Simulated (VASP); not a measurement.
# Pt (I4/mmm) in VASP: notebook

The runs below take Pt through single point, with PBEsol.

All numbers are computed with VASP 6.6.1; they aren't measurements. Logs are shortened: lines on timing, memory, paths and dates and some standing lists are left out, and cuts for length are marked.

**1. The cell of the first run**

The structure is tetragonal, space group I4/mmm (No. 139). The conventional cell has a = 3.121 Å, b = 3.121 Å, c = 3.168 Å, α = 90.00°, β = 90.00°, γ = 90.00°. Pt (site symmetry 4/mmm) has 14 Pt at 2.72 to 3.17 Å within 3.6 Å.

**2. Single point, PBEsol (strain -0.015 along x and y, +0.000 along z)**

The input, INCAR:

```
SYSTEM = Pt
ALGO     = Fast           ! electronic algorithm
EDIFF    = 1E-6           ! SCF threshold, eV
ENCUT    = 520            ! plane-wave cutoff, eV
GGA      = PS             ! functional
ISIF     = 2              ! what is computed and relaxed
ISMEAR   = 0              ! smearing method
LASPH    = .TRUE.         ! aspherical terms in the spheres
LCHARG   = .FALSE.        ! write CHGCAR
LREAL    = .FALSE.        ! projectors in reciprocal space
LWAVE    = .FALSE.        ! write WAVECAR
NBANDS   = 11             ! bands
NELM     = 100            ! most SCF steps
PREC     = Accurate       ! precision mode
SIGMA    = 0.15           ! smearing width, eV
```

The input, KPOINTS:

```
k-points
0
G
  22 22 22
  0 0 0
```

The input, POSCAR:

```
Pt
1.0
   -1.5604567000      1.5604567000      1.5842200000
    1.5604567000     -1.5604567000      1.5842200000
    1.5604567000      1.5604567000     -1.5842200000
Pt
1
Direct
    0.0000000000      0.0000000000      0.0000000000
```

Potentials or basis: VASP PAW PBE potentials, release 64 (Pt).

Command:

```console
$ cat potpaw_PBE.64/Pt/POTCAR > POTCAR
$ mpirun -np 1 vasp_std > vasp.out
```

OUTCAR:

```text
SYSTEM = Pt
   EDIFF = 1E-6
   ENCUT = 520
   GGA = PS
   ISIF = 2
   ISMEAR = 0
   LASPH = .TRUE.
   LREAL = .FALSE.
   NELM = 100
   PREC = Accurate

 ion  position               nearest neighbor table
   1  0.000  0.000  0.000-

  LATTYP: Found a body centered tetragonal cell.
 ALAT       =     3.1209134000
 C/A-ratio  =     1.0152284264

  Lattice vectors:

 A1 = (  -1.5604567000,   1.5604567000,   1.5842200000)
 A2 = (   1.5604567000,  -1.5604567000,   1.5842200000)
 A3 = (   1.5604567000,   1.5604567000,  -1.5842200000)

Analysis of symmetry for initial positions (statically):
=====================================================================
 Subroutine PRICEL returns:
 Original cell was already a primitive cell.

 Routine SETGRP: Setting up the symmetry group for a
 body centered tetragonal supercell.

 Subroutine GETGRP returns: Found 16 space group operations
 (whereof 16 operations were pure point group operations)
 out of a pool of 16 trial point group operations.

The static configuration has the point symmetry D_4h.

Analysis of symmetry for dynamics (positions and initial velocities):
=====================================================================
 Subroutine PRICEL returns:
 Original cell was already a primitive cell.

 Routine SETGRP: Setting up the symmetry group for a
 body centered tetragonal supercell.

 Subroutine GETGRP returns: Found 16 space group operations
 (whereof 16 operations were pure point group operations)
 out of a pool of 16 trial point group operations.

The dynamic configuration has the point symmetry D_4h.

 Subroutine INISYM returns: Found 16 space group operations
 (whereof 16 operations are pure point group operations),
 and found     1 'primitive' translations

----------------------------------------------------------------------------------------

                                     Primitive cell

  volume of cell :      15.4305

  direct lattice vectors                    reciprocal lattice vectors
    -1.560456700  1.560456700  1.584220000     0.000000000  0.320419016  0.315612731
     1.560456700 -1.560456700  1.584220000     0.320419016  0.000000000  0.315612731
     1.560456700  1.560456700 -1.584220000     0.320419016  0.320419016  0.000000000

  length of vectors
     2.716579326  2.716579326  2.716579326     0.449755202  0.449755202  0.453140918

  position of ions in fractional coordinates (direct lattice)
     0.000000000  0.000000000  0.000000000

  ion indices of the primitive-cell ions
   primitive index   ion index
                 1           1

----------------------------------------------------------------------------------------

 KPOINTS: k-points

Automatic generation of k-mesh.
 Grid dimensions read from file:
 generate k-points for:   22   22   22

 Generating k-lattice:

  Cartesian coordinates                     Fractional coordinates (reciprocal lattice)
     0.000000000  0.014564501  0.014346033     0.045454545  0.000000000  0.000000000
     0.014564501  0.000000000  0.014346033     0.000000000  0.045454545  0.000000000
     0.014564501  0.014564501  0.000000000     0.000000000  0.000000000  0.045454545

  Length of vectors
     0.020443418  0.020443418  0.020597314

  Shift w.r.t. Gamma in fractional coordinates (k-lattice)
     0.000000000  0.000000000  0.000000000

 Subroutine IBZKPT returns following result:
 ===========================================

 Found    834 irreducible k-points:

 Following reciprocal coordinates:
            Coordinates               Weight
  0.000000  0.000000  0.000000      1.000000
  0.045455 -0.000000  0.000000      8.000000
  0.090909 -0.000000  0.000000      8.000000
  0.136364 -0.000000  0.000000      8.000000
  0.181818 -0.000000  0.000000      8.000000
  0.227273  0.000000  0.000000      8.000000
[... 16 lines left out ...]
  0.500000  0.045455  0.000000     16.000000
 -0.454545  0.045455  0.000000     16.000000
 [... further k-points ...]
   k-points           NKPTS =    834   k-points in BZ     NKDIM =    834   number of bands    NBANDS=     11
   number of dos      NEDOS =    301   number of ions     NIONS =      1
   total plane-waves  NPLWV =   8000
   dimension x,y,z NGX =    20 NGY =   20 NGZ =   20
   dimension x,y,z NGXF=    40 NGYF=   40 NGZF=   40
   ions per type =               1
   NGX,Y,Z   is equivalent  to a cutoff of  12.24, 12.24, 12.24 a.u.
   NGXF,Y,Z  is equivalent  to a cutoff of  24.48, 24.48, 24.48 a.u.
 SYSTEM =  Pt
   PREC   = accura    normal or accurate (medium, high low for compatibility)
   ISTART =      0    job   : 0-new  1-cont  2-samecut
   ICHARG =      2    charge: 1-file 2-atom 10-const
   ISPIN  =      1    spin polarized calculation?
   LNONCOLLINEAR =      F non collinear calculations
   LSORBIT =      F    spin-orbit coupling
   LASPH  =      T    aspherical Exc in radial PAW
   ENCUT  =  520.0 eV  38.22 Ry    6.18 a.u.   5.05  5.05  5.05*2*pi/ulx,y,z
   NELM   =    100;   NELMIN=  2; NELMDL= -5     # of ELM steps
   EDIFF  = 0.1E-05   stopping-criterion for ELM
   LREAL  =      F    real-space projection
   EDIFFG = 0.1E-04   stopping-criterion for IOM
   NSW    =      0    number of steps for IOM
   IBRION =     -1    ionic relax: 0-MD 1-quasi-New 2-CG
   NFREE  =      0    steps in history (QN), initial steepest desc. (CG)
   ISIF   =      2    stress and relaxation
   ISYM   =      2    0-nonsym 1-usesym 2-fastsym
   POTIM  = 0.5000    time-step for ionic-motion
   TEBEG  =    0.0;   TEEND  =   0.0 temperature during run
   PSTRESS=    0.0 pullay stress
   NELECT =      10.0000    total number of electrons
   NUPDOWN=      -1.0000    fix difference up-down
   EMIN   =  10.00;   EMAX   =-10.00  energy-range for DOS
   EFERMI =   0.00;   METHOD = LEGACY
   ISMEAR =     0;   SIGMA  =   0.15  broadening in eV -4-tet -1-fermi 0-gaus
   EFERMI_NEDOS =   21; number of points for ismear=-14 and -15
   IALGO  =     68    algorithm
   IMIX   =      4    mixing-type and parameters
     AMIX     =   0.40;   BMIX     =  1.00
     AMIX_MAG =   1.60;   BMIX_MAG =  1.00
  volume/ion in A,a.u.               =      15.43       104.13
  Fermi-wavevector in a.u.,A,eV,Ry     =   1.416713  2.677199 27.307920  2.007076
  Thomas-Fermi vector in A             =   2.538019
   LORBIT       =      0    0 simple, 1 ext, 2 COOP (PROOUT), +10 PAW based schemes
   GGA     = PS    functional components
   LHFCALC =     F    Hartree Fock is set to
   AEXX    =    0.0000 exact exchange contribution
   IVDW    =     0    specifies the selected vdW correction
   LEPSILON=     F    determine dielectric tensor
   LRPA    =     F    only Hartree local field effects (RPA)
 non-spin polarized calculation
 RMM-DIIS sequential band-by-band and
 Gauss-broadening in eV      SIGMA  =   0.15
  energy-cutoff  :      520.00
  volume of cell :       15.43
 maximum number of plane-waves:       430
   NGX = 11   NGY = 11   NGZ = 11

 number of electron      10.0000000 magnetization

 number of electron       9.9999997 magnetization

 Free energy of the ion-electron system (eV)
  ---------------------------------------------------
  ext. energy  EPLUGINS =         0.00000000
  ---------------------------------------------------
  free energy    TOTEN  =        -6.85310174 eV

  energy without entropy =       -6.84036786  energy(sigma->0) =       -6.84673480

 E-fermi :  10.4239     XC(G=0): -13.4859

 val. band max:       10.4223271965   @ k =  -0.1364   0.4091   0.0909
 cond. band min:      10.4254542684   @ k =  -0.2727  -0.3636   0.1818
 fundamental gap:      0.0031270719
 Fermi energy:        10.4238969267

 k-point     1 :       0.0000    0.0000    0.0000
  band No.  band energies     occupation
      1       0.6333      2.00000
      2       6.7871      2.00000
      3       6.7871      2.00000
      4       6.9181      2.00000
      5       9.3411      2.00000
      6       9.5112      2.00000
      7      27.3308      0.00000
      8      27.6226      0.00000
      9      27.6226      0.00000
     10      37.7279      0.00000
     11      37.9239      0.00000

 k-point     2 :       0.0455   -0.0000    0.0000
  band No.  band energies     occupation
      1       0.7194      2.00000
      2       6.7878      2.00000
      3       6.7879      2.00000
      4       6.9526      2.00000
      5       9.3056      2.00000
      6       9.5011      2.00000
      7      27.4009      0.00000
      8      27.6798      0.00000
      9      27.7500      0.00000
     10      36.1877      0.00000
     11      36.8698      0.00000

 k-point     3 :       0.0909   -0.0000    0.0000
  band No.  band energies     occupation
      1       0.9729      2.00000
      2       6.7114      2.00000
      3       6.7867      2.00000
      4       7.1371      2.00000
      5       9.2003      2.00000
      6       9.4896      2.00000
      7      27.5531      0.00000
      8      27.8020      0.00000
      9      28.1262      0.00000
     10      34.7195      0.00000
     11      35.3528      0.00000

 k-point     4 :       0.1364   -0.0000    0.0000
  band No.  band energies     occupation
      1       1.3780      2.00000
      2       6.5655      2.00000
      3       6.7762      2.00000
      4       7.4689      2.00000
      5       9.0627      2.00000
      6       9.4907      2.00000
      7      27.6299      0.00000
      8      27.7767      0.00000
      9      28.7338      0.00000
     10      33.6398      0.00000
     11      33.9635      0.00000
[... 239 lines left out ...]
 k-point    22 :       0.4545    0.0455    0.0000
  band No.  band energies     occupation
      1       3.6754      2.00000
      2       5.4179      2.00000
      3       9.1545      2.00000
      4       9.4621      2.00000
      5      10.3870      1.27182
      6      11.8841      0.00000
      7      16.9836      0.00000
      8      23.8085      0.00000
      9      26.4267      0.00000
     10      34.4482      0.00000
     11      35.6534      0.00000

 k-point    23 :       0.5000    0.0455    0.0000
  band No.  band energies     occupation
      1       3.6753      2.00000
      2       5.4174      2.00000
      3       9.1169      2.00000
      4       9.5157      2.00000
      5      10.3810      1.31415
      6      11.8831      0.00000
      7      16.9744      0.00000
      8      23.8061      0.00000
      9      26.4294      0.00000
     10      34.4208      0.00000
     11      35.7176      0.00000

 k-point    24 :      -0.4545    0.0455    0.0000
  band No.  band energies     occupation
      1       3.6874      2.00000
      2       5.4673      2.00000
      3       8.8911      2.00000
      4       9.4549      2.00000
      5      10.0060      1.99992
      6      11.5006      0.00000
      7      17.9522      0.00000
      8      24.0216      0.00000
      9      26.9027      0.00000
     10      34.5172      0.00000
     11      35.2728      0.00000

 [... further k-points ...]

------------------------ aborting loop because EDIFF is reached ----------------------------------------

  FORCE on cell =-STRESS in cart. coord.  units (eV):
  Direction    XX          YY          ZZ          XY          YZ          ZX
  --------------------------------------------------------------------------------------
  -------------------------------------------------------------------------------------
  Total       -0.4564626     -0.4564626     -0.3037147      0.0000000      0.0000000      0.0000000
  in kB      -47.3954721    -47.3954721    -31.5353337      0.0000000      0.0000000      0.0000000
  external PRESSURE =     -42.1087593 kB  Pullay stress =       0.0000000 kB

 VOLUME and BASIS-vectors are now :
 -----------------------------------------------------------------------------
  energy-cutoff  :      520.00
  volume of cell :       15.43
      direct lattice vectors                 reciprocal lattice vectors
    -1.560456700  1.560456700  1.584220000     0.000000000  0.320419016  0.315612731
     1.560456700 -1.560456700  1.584220000     0.320419016  0.000000000  0.315612731
     1.560456700  1.560456700 -1.584220000     0.320419016  0.320419016  0.000000000

 POSITION                                       TOTAL-FORCE (eV/Angst)
 -----------------------------------------------------------------------------------
      0.00000      0.00000      0.00000         0.000000      0.000000      0.000000
 -----------------------------------------------------------------------------------
    total drift:                                0.000000     -0.000000      0.000000

  FREE ENERGIE OF THE ION-ELECTRON SYSTEM (eV)
  ---------------------------------------------------
  free  energy   TOTEN  =        -6.8531017414 eV

  energy  without entropy=       -6.8403678580  energy(sigma->0) =       -6.84673480
```

It took 1.9 min on 1 thread of Intel Xeon Platinum 8175M at 2.50GHz (Skylake/Cascade Lake), shared host; peak memory 0.24 GiB.

What came out:

```
Free energy            : -6.8531 eV
Pressure               : -4.2 GPa
Band gap on the k mesh : zero (band 5 reaches 11.53 eV, above the bottom of band 6 at 9.31 eV)
```

Caveat: the cell differs from its parent crystal (strain -0.015 along x and y, +0.000 along z); the PAW data sets were made with another functional, which shifts forces and pressure a little; spin-orbit coupling is left out, which moves the levels of the heavy elements.

**3. Single point, PBEsol (strain +0.000 along x and y, -0.015 along z)**

The input, INCAR:

```
SYSTEM = Pt
ALGO = Fast
EDIFF = 1E-6
ENCUT = 520
GGA = PS
ISIF = 2
ISMEAR = 0
LASPH = .TRUE.
LCHARG = .FALSE.
LREAL = .FALSE.
LWAVE = .FALSE.
NBANDS = 11
NELM = 60
PREC = Accurate
SIGMA = 0.15
```

KPOINTS is that of step 2.

The input, POSCAR:

```
Pt
1.0
   -1.5842200000      1.5842200000      1.5604567000
    1.5842200000     -1.5842200000      1.5604567000
    1.5842200000      1.5842200000     -1.5604567000
Pt
1
Direct
    0.0000000000      0.0000000000      0.0000000000
```

Potentials or basis: VASP PAW PBE potentials, release 64 (Pt).

Command:

```console
$ cat potpaw_PBE.64/Pt/POTCAR > POTCAR
$ mpirun -np 1 vasp_std > vasp.out
```

It took 1.8 min on 1 thread of Intel Xeon Platinum 8175M at 2.50GHz (Skylake/Cascade Lake), shared host; peak memory 0.25 GiB.

The run converged. Its results:

```
Free energy            : -6.8444 eV
Pressure               : -7.9 GPa
Band gap on the k mesh : zero (band 5 reaches 11.21 eV, above the bottom of band 6 at 9.08 eV)
```

Stress tensor (GPa, compression positive):
```
-7.38  0.00  0.00
 0.00 -7.38  0.00
 0.00  0.00 -8.99
```

Levels at points of the mesh, in eV from the Fermi level:
| k point | band 2 | band 3 | band 4 | band 5 | band 6 | band 7 | band 8 | band 9 |
| --- | --- | --- | --- | --- | --- | --- | --- | --- |
| (0.00, 0.00, 0.00) | -3.60 | -3.47 | -3.47 | -1.06 | -0.89 | 17.01 | 17.01 | 17.30 |
| (0.50, 0.00, 0.00) | -5.01 | -1.11 | -0.60 | 0.23 | 1.10 | 6.40 | 13.20 | 15.77 |
| (0.50, 0.50, 0.00) | -4.87 | -1.27 | -0.69 | 0.13 | 1.07 | 6.27 | 13.37 | 16.14 |
| (0.50, 0.50, 0.50) | -6.14 | 0.55 | 0.55 | 0.59 | 7.49 | 7.49 | 7.95 | 12.85 |

Caveat: the cell differs from its parent crystal (strain +0.000 along x and y, -0.015 along z); the PAW data sets were made with another functional, which shifts forces and pressure a little; spin-orbit coupling is left out, which moves the levels of the heavy elements.

**4. Single point, PBEsol (strain -0.015 along x and y, +0.015 along z)**

The input, INCAR:

```
SYSTEM = Pt
PREC = Accurate
ENCUT = 520
EDIFF = 1E-6
ISMEAR = 0
SIGMA = 0.15
LREAL = .FALSE.
LASPH = .TRUE.
NELM = 60
ALGO = Fast
ISIF = 2
LWAVE = .FALSE.
LCHARG = .FALSE.
GGA = PS
NBANDS = 11
```

The input, KPOINTS:

```
Automatic mesh
0
G
  22 22 22
  0 0 0
```

The input, POSCAR:

```
Pt
1.0
   -1.5604567000      1.5604567000      1.6079833000
    1.5604567000     -1.5604567000      1.6079833000
    1.5604567000      1.5604567000     -1.6079833000
Pt
1
Direct
    0.0000000000      0.0000000000      0.0000000000
```

Command:

```console
$ cat potpaw_PBE.64/Pt/POTCAR > POTCAR
$ mpirun -np 1 vasp_std > vasp.out
```

It took 2.1 min on 1 thread of Intel Xeon Platinum 8175M at 2.50GHz (Skylake/Cascade Lake), shared host; peak memory 0.25 GiB.

The run converged. Its results:

* Free energy: -6.8467 eV
* Pressure: -7.9 GPa
* Band gap on the k mesh: zero (band 5 reaches 11.24 eV, above the bottom of band 6 at 9.08 eV)

Stress tensor (GPa, compression positive):
```
-8.86  0.00  0.00
 0.00 -8.86  0.00
 0.00  0.00 -6.01
```

Levels at points of the mesh, in eV from the Fermi level:
| k point | band 3 | band 4 | band 5 | band 6 | band 7 | band 8 |
| --- | --- | --- | --- | --- | --- | --- |
| (0.00, 0.00, 0.00) | -3.60 | -3.34 | -1.15 | -0.82 | 16.73 | 17.29 |
| (0.50, 0.00, 0.00) | -1.31 | -0.65 | 0.13 | 1.06 | 6.27 | 13.37 |
| (0.50, 0.50, 0.00) | -0.95 | -0.55 | 0.32 | 1.12 | 6.53 | 13.03 |
| (0.50, 0.50, 0.50) | 0.50 | 0.59 | 0.59 | 7.05 | 7.95 | 7.95 |

Caveat: the cell differs from its parent crystal (strain -0.015 along x and y, +0.015 along z); the PAW data sets were made with another functional, which shifts forces and pressure a little; spin-orbit coupling is left out, which moves the levels of the heavy elements.

**5. Summary**

```tsv
cell	gap on the mesh (eV)	pressure (GPa)
a = 2.717 Å, angles 109.9, 109.9, 108.7°, 1 atom	none	-4.2
a = 2.730 Å, angles 109.1, 109.1, 110.3°, 1 atom	none	-7.9
a = 2.731 Å, angles 110.3, 110.3, 107.8°, 1 atom	none	-7.9
```

Alike in all rows: task single point; level PBEsol; potentials or basis VASP PAW PBE potentials, release 64 (Pt); no spin polarisation; k mesh 22 × 22 × 22; cutoff (eV) 520; smearing gaussian 0.15 eV.

Caveats: the PAW data sets were made with another functional, which shifts forces and pressure a little; spin-orbit coupling is left out, which moves the levels of the heavy elements.

Absolute energies hang on the potentials; compare differences alone.
